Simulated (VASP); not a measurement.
A run of VASP 6.6.1:

File POSCAR:

```
W
1.0
   -1.5771737541      1.5771737541      1.5771737541
    1.5771737541     -1.5771737541      1.5771737541
    1.5771737541      1.5771737541     -1.5771737541
W
1
Direct
    0.0000000000      0.0000000000      0.0000000000
```

Contents of INCAR.step1:

```
PREC = Accurate ; ENCUT = 520
ISMEAR = 0 ; SIGMA = 0.1
LREAL = False ; LASPH = True
NELM = 80 ; NBANDS = 13
GGA = PE ; ALGO = Normal
EDIFF = 1E-4 ; LWAVE = True
LCHARG = False
```

Contents of INCAR.step2:

```
PREC = Accurate ; ENCUT = 520
EDIFF = 1E-6 ; ISMEAR = 0
SIGMA = 0.1 ; LREAL = False
LASPH = True ; NELM = 80
ALGO = Normal ; ISIF = 2
LWAVE = False ; LCHARG = True
METAGGA = R2SCAN ; LMIXTAU = True
LELF = True ; LVHAR = True
NBANDS = 13 ; ISTART = 1
```

KPOINTS

```
Automatic mesh
0
Gamma
  18 18 18
```

Potentials or basis: VASP PAW PBE potentials, release 64 (W_sv).

Run with:

```bash
$ cat potpaw_PBE.64/W_sv/POTCAR > POTCAR
$ cp INCAR.step1 INCAR
$ mpirun -np 1 vasp_std > vasp.out
$ cp INCAR.step2 INCAR
$ mpirun -np 1 vasp_std > vasp.out
```

Hardware: 1 thread of Intel(R) Xeon(R) Platinum 8375C CPU @ 2.90GHz (Ice Lake) (shared host).

Q: Estimate the wall time of this run.

A: Run time: 79 s on 1 thread of Intel(R) Xeon(R) Platinum 8375C CPU @ 2.90GHz (Ice Lake), on a shared host, peak memory 0.16 GiB. Counts: k points 195.
